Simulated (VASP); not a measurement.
# Rh (P6_3/mmc) in VASP: a series of runs, part 2 of 2

VASP 6.6.1.

### 4 Single point, PBE

This run uses another cell than the first one, of 12.58 Å³/atom.

Contents of INCAR:

```
SYSTEM = Rh
ALGO = Fast
EDIFF = 1E-7
ENCUT = 520
GGA = PE
ISIF = 2
ISMEAR = 0
LASPH = .TRUE.
LCHARG = .FALSE.
LREAL = .FALSE.
LWAVE = .FALSE.
NBANDS = 22
NELM = 100
PREC = Accurate
SIGMA = 0.15
```

Contents of KPOINTS:

```
k-points
0
G
  18 18 10
  0 0 0
```

Contents of POSCAR:

```
Rh
1.0
    2.6159000000      0.0000000000      0.0000000000
   -1.3079500000      2.2654358537      0.0000000000
    0.0000000000      0.0000000000      4.2448000000
Rh
2
Direct
    0.6666666667      0.3333333333      0.7500000000
    0.3333333333      0.6666666667      0.2500000000
```

Potentials or basis: VASP PAW PBE potentials, release 64 (Rh_pv).

On the command line:

```sh
$ cat potpaw_PBE.64/Rh_pv/POTCAR > POTCAR
$ mpirun -np 1 vasp_std > vasp.out
```

OUTCAR:

```text
SYSTEM = Rh
   EDIFF = 1E-7
   ENCUT = 520
   GGA = PE
   ISIF = 2
   ISMEAR = 0
   LASPH = .TRUE.
   LREAL = .FALSE.
   NELM = 100
   PREC = Accurate

 ion  position               nearest neighbor table
   1  0.667  0.333  0.750-   2 2.60   2 2.60   2 2.60   2 2.60   2 2.60   2 2.60
   2  0.333  0.667  0.250-   1 2.60   1 2.60   1 2.60   1 2.60   1 2.60   1 2.60

  LATTYP: Found a hexagonal cell.
 ALAT       =     2.6159000000
 C/A-ratio  =     1.6226919989

  Lattice vectors:

 A1 = (   2.6159000000,   0.0000000000,   0.0000000000)
 A2 = (  -1.3079500000,   2.2654358537,   0.0000000000)
 A3 = (   0.0000000000,   0.0000000000,   4.2448000000)

Analysis of symmetry for initial positions (statically):
=====================================================================
 Subroutine PRICEL returns:
 Original cell was already a primitive cell.

 Routine SETGRP: Setting up the symmetry group for a
 hexagonal supercell.

 Subroutine GETGRP returns: Found 24 space group operations
 (whereof 12 operations were pure point group operations)
 out of a pool of 24 trial point group operations.

The static configuration has the point symmetry D_3d.
 The point group associated with its full space group is D_6h.
[... 161 lines left out ...]

  energy without entropy =      -14.09556475  energy(sigma->0) =      -14.11118198

 E-fermi :  13.7272     XC(G=0): -14.6127

 val. band max:       13.7262960626   @ k =   0.4444   0.0000   0.2000
 cond. band min:      13.7291605246   @ k =   0.2222   0.1111   0.5000
 fundamental gap:      0.0028644620
 Fermi energy:        13.7272417317

 k-point     1 :       0.0000    0.0000    0.0000
  band No.  band energies     occupation
      1     -33.9181      2.00000
      2     -33.0344      2.00000
      3     -33.0344      2.00000
      4     -32.9102      2.00000
      5     -32.8945      2.00000
      6     -32.8945      2.00000
[... 589 lines left out ...]
     21      26.2559      0.00000
     22      28.8749      0.00000

 [... further k-points ...]

------------------------ aborting loop because EDIFF is reached ----------------------------------------

  FORCE on cell =-STRESS in cart. coord.  units (eV):
  Direction    XX          YY          ZZ          XY          YZ          ZX
  --------------------------------------------------------------------------------------
  -------------------------------------------------------------------------------------
  Total        6.2443947      6.2443947      5.9396946      0.0000000     -0.0000000      0.0000000
  in kB      397.7139191    397.7139191    378.3071600      0.0000000     -0.0000000      0.0000000
  external PRESSURE =     391.2449994 kB  Pullay stress =       0.0000000 kB

 VOLUME and BASIS-vectors are now :
 -----------------------------------------------------------------------------
  energy-cutoff  :      520.00
  volume of cell :       25.16
      direct lattice vectors                 reciprocal lattice vectors
     2.615900000  0.000000000  0.000000000     0.382277610  0.220708081  0.000000000
    -1.307950000  2.265435854  0.000000000     0.000000000  0.441416162  0.000000000
     0.000000000  0.000000000  4.244800000     0.000000000  0.000000000  0.235582360

 POSITION                                       TOTAL-FORCE (eV/Angst)
 -----------------------------------------------------------------------------------
      1.30795      0.75515      3.18360        -0.000000      0.000000      0.000000
     -0.00000      1.51029      1.06120         0.000000     -0.000000      0.000000
 -----------------------------------------------------------------------------------
    total drift:                                0.000000     -0.000000      0.000000

  FREE ENERGIE OF THE ION-ELECTRON SYSTEM (eV)
  ---------------------------------------------------
  free  energy   TOTEN  =       -14.1267992158 eV

  energy  without entropy=      -14.0955647523  energy(sigma->0) =      -14.11118198
```

OSZICAR:

```text
N       E                     dE             d eps       ncg     rms          rms(c)
DAV:   1     0.332671783629E+03    0.33267E+03   -0.19019E+04  9808   0.163E+03
DAV:   2    -0.760515838455E+01   -0.34028E+03   -0.32803E+03 10142   0.484E+02
DAV:   3    -0.149960818229E+02   -0.73909E+01   -0.73515E+01 11526   0.804E+01
DAV:   4    -0.150448010646E+02   -0.48719E-01   -0.48713E-01 10850   0.652E+00
DAV:   5    -0.150455475560E+02   -0.74649E-03   -0.74649E-03 11646   0.833E-01    0.185E+01
RMM:   6    -0.141817561252E+02    0.86379E+00   -0.17073E+00 10077   0.114E+01    0.739E+00
RMM:   7    -0.141337008161E+02    0.48055E-01   -0.13916E-01 10345   0.318E+00    0.255E+00
RMM:   8    -0.141275824552E+02    0.61184E-02   -0.25466E-02 10725   0.154E+00    0.495E-01
RMM:   9    -0.141267724307E+02    0.81002E-03   -0.20939E-03 11559   0.458E-01    0.225E-02
RMM:  10    -0.141268008360E+02   -0.28405E-04   -0.26815E-04 11603   0.175E-01    0.174E-02
RMM:  11    -0.141267990341E+02    0.18019E-05   -0.15506E-05 12707   0.407E-02    0.413E-03
RMM:  12    -0.141267991766E+02   -0.14249E-06   -0.38608E-06 12155   0.194E-02    0.115E-03
RMM:  13    -0.141267992158E+02   -0.39171E-07   -0.63364E-07 10480   0.590E-03
   1 F= -.14126799E+02 E0= -.14111182E+02  d E =-.312345E-01
```

stdout:

```text
POSCAR found type information on POSCAR Rh
 POSCAR found :  1 types and       2 ions
 scaLAPACK will be used
 LDA part: xc-table for (Slater+PW92), standard interpolation
 POSCAR, INCAR and KPOINTS ok, starting setup
 FFT: planning ... GRIDC
 FFT: planning ... GRID_SOFT
 FFT: planning ... GRID
 WAVECAR not read
 entering main loop
```

Run time: 83 s. Hardware: 1 thread of Intel Xeon Platinum 8488C (Sapphire Rapids), shared host; peak memory 0.21 GiB.

What came out:

* Free energy: -14.1268 eV
* Pressure: 39.1 GPa
* Band gap on the k mesh: zero (bands 15 and 16 overlap by 2.79 eV)

Stress tensor (GPa, compression positive):
```
39.77  0.00  0.00
 0.00 39.77  0.00
 0.00  0.00 37.83
```

Caveat: the cell stands under pressure.

### 5 Single point, PBE

This run uses another cell than the first one, of 12.63 Å³/atom.

Contents of INCAR:

```
SYSTEM = Rh
PREC = Accurate
ENCUT = 520
EDIFF = 1E-7
ISMEAR = 0
SIGMA = 0.15
LREAL = .False.
LASPH = .True.
NELM = 100
ALGO = Fast
ISIF = 2
LWAVE = .False.
LCHARG = .True.
GGA = PE
LELF = .True.
LVHAR = .True.
NBANDS = 22
```

Contents of KPOINTS:

```
regular mesh
0
Gamma
  18 18 10
  0 0 0
```

Contents of POSCAR:

```
Rh
1.0
    2.6431000000      0.0000000000      0.0000000000
   -1.3215500000      2.2889917447      0.0000000000
    0.0000000000      0.0000000000      4.1746000000
Rh
2
Direct
    0.6666666667      0.3333333333      0.7500000000
    0.3333333333      0.6666666667      0.2500000000
```

On the command line:

```sh
$ cat potpaw_PBE.64/Rh_pv/POTCAR > POTCAR
$ mpirun -np 1 vasp_std > vasp.out
```

It took 1.7 min on 1 thread of Intel Xeon Platinum 8488C (Sapphire Rapids), shared host; peak memory 0.21 GiB.

The run converged. Its results:

```
Free energy            : -14.1408 eV
Pressure               : 37.7 GPa
Band gap on the k mesh : zero (bands 15 and 16 overlap by 2.77 eV)
```

Stress tensor (GPa, compression positive):
```
34.63  0.00  0.00
 0.00 34.63  0.00
 0.00  0.00 43.92
```

Levels at points of the mesh, in eV from the Fermi level:
| k point | band 11 | band 12 | band 13 | band 14 | band 15 | band 16 | band 17 | band 18 | band 19 | band 20 |
| --- | --- | --- | --- | --- | --- | --- | --- | --- | --- | --- |
| (0.00, 0.00, 0.00) | -3.36 | -2.85 | -2.85 | -2.39 | -2.39 | 0.12 | 0.12 | 0.89 | 9.86 | 15.68 |
| (0.50, 0.00, 0.00) | -2.98 | -2.55 | -2.45 | 0.35 | 0.75 | 0.81 | 3.25 | 5.53 | 11.04 | 11.76 |
| (0.00, 0.00, 0.50) | -3.69 | -3.69 | -3.53 | -3.53 | -0.51 | -0.51 | -0.51 | -0.51 | 15.10 | 15.10 |
| (0.50, 0.00, 0.50) | -2.04 | -2.04 | -0.41 | -0.41 | 0.60 | 0.60 | 2.79 | 2.79 | 10.15 | 10.15 |

Caveat: the cell stands under pressure.

### 6 Single point, PBE

This run uses another cell than the first one, of 12.67 Å³/atom.

Contents of INCAR:

```
PREC = Accurate
ENCUT = 520
EDIFF = 1E-7
ISMEAR = 0
SIGMA = 0.15
LREAL = F
LASPH = T
NELM = 80
ALGO = Normal
ISIF = 2
LWAVE = F
LCHARG = T
GGA = PE
LELF = T
LVHAR = T
NBANDS = 22
```

Contents of KPOINTS:

```
Automatic mesh
0
Gamma
  18 18 10
```

Contents of POSCAR:

```
Rh
1.0
    2.6704000000      0.0000000000      0.0000000000
   -1.3352000000      2.3126342383      0.0000000000
    0.0000000000      0.0000000000      4.1045000000
Rh
2
Direct
    0.6666666667      0.3333333333      0.7500000000
    0.3333333333      0.6666666667      0.2500000000
```

Potentials or basis: VASP PAW PBE potentials, release 64 (Rh_pv).

On the command line:

```sh
$ cat potpaw_PBE.64/Rh_pv/POTCAR > POTCAR
$ mpirun -np 1 vasp_std > vasp.out
```

OUTCAR:

```text
PREC = Accurate
   ENCUT = 520
   EDIFF = 1E-7
   ISMEAR = 0
   LREAL = F
   LASPH = T
   NELM = 80
   ISIF = 2
   GGA = PE

 ion  position               nearest neighbor table
   1  0.667  0.333  0.750-   2 2.57   2 2.57   2 2.57   2 2.57   2 2.57   2 2.57
   2  0.333  0.667  0.250-   1 2.57   1 2.57   1 2.57   1 2.57   1 2.57   1 2.57

  LATTYP: Found a hexagonal cell.
 ALAT       =     2.6704000000
 C/A-ratio  =     1.5370356501

  Lattice vectors:

[... 787 lines left out ...]

 [... further k-points ...]

------------------------ aborting loop because EDIFF is reached ----------------------------------------

  FORCE on cell =-STRESS in cart. coord.  units (eV):
  Direction    XX          YY          ZZ          XY          YZ          ZX
  --------------------------------------------------------------------------------------
  -------------------------------------------------------------------------------------
  Total        4.8167756      4.8167756      7.9840811      0.0000000      0.0000000      0.0000000
  in kB      304.4552511    304.4552511    504.6519901      0.0000000      0.0000000      0.0000000
  external PRESSURE =     371.1874974 kB  Pullay stress =       0.0000000 kB

 VOLUME and BASIS-vectors are now :
 -----------------------------------------------------------------------------
  energy-cutoff  :      520.00
  volume of cell :       25.35
      direct lattice vectors                 reciprocal lattice vectors
     2.670400000  0.000000000  0.000000000     0.374475734  0.216203666  0.000000000
    -1.335200000  2.312634238  0.000000000     0.000000000  0.432407332  0.000000000
     0.000000000  0.000000000  4.104500000     0.000000000  0.000000000  0.243635035

 POSITION                                       TOTAL-FORCE (eV/Angst)
 -----------------------------------------------------------------------------------
      1.33520      0.77088      3.07837        -0.000000      0.000000      0.000000
     -0.00000      1.54176      1.02612         0.000000      0.000000      0.000000
 -----------------------------------------------------------------------------------
    total drift:                                0.000000     -0.000000      0.000000

  FREE ENERGIE OF THE ION-ELECTRON SYSTEM (eV)
  ---------------------------------------------------
  free  energy   TOTEN  =       -14.1198183554 eV

  energy  without entropy=      -14.0864089590  energy(sigma->0) =      -14.10311366
```

stdout:

```text
POSCAR found type information on POSCAR Rh
 POSCAR found :  1 types and       2 ions
 scaLAPACK will be used
 LDA part: xc-table for (Slater+PW92), standard interpolation
 POSCAR, INCAR and KPOINTS ok, starting setup
 FFT: planning ... GRIDC
 FFT: planning ... GRID_SOFT
 FFT: planning ... GRID
 WAVECAR not read
 entering main loop
```

Wall time 79 s (1 thread of Intel Xeon Platinum 8488C (Sapphire Rapids), shared host); peak memory 0.21 GiB.

What came out:

| Property | Result |
| --- | --- |
| Free energy | -14.1198 eV |
| Pressure | 37.1 GPa |
| Band gap on the k mesh | zero (bands 15 and 16 overlap by 2.59 eV) |

Stress tensor (GPa, compression positive):
```
30.45  0.00  0.00
 0.00 30.45  0.00
 0.00  0.00 50.47
```

Caveat: the cell stands under pressure.

### 7 Summary

```tsv
cell	gap on the mesh (eV)	pressure (GPa)
a = 2.670, b = 2.670, c = 4.034 Å, angles 90.0, 90.0, 120.0°, 2 atoms	none	45.9
a = 2.589, b = 2.589, c = 4.315 Å, angles 90.0, 90.0, 120.0°, 2 atoms	none	41.4
a = 2.616, b = 2.616, c = 4.245 Å, angles 90.0, 90.0, 120.0°, 2 atoms	none	39.1
a = 2.643, b = 2.643, c = 4.175 Å, angles 90.0, 90.0, 120.0°, 2 atoms	none	37.7
a = 2.670, b = 2.670, c = 4.104 Å, angles 90.0, 90.0, 120.0°, 2 atoms	none	37.1
```

Alike in all rows: task single point; level PBE; potentials or basis VASP PAW PBE potentials, release 64 (Rh_pv); no spin polarisation; k mesh 18 × 18 × 10; cutoff (eV) 520; smearing gaussian 0.15 eV.

Caveats: the cell stands under pressure.

Absolute energies hang on the potentials; compare differences alone.
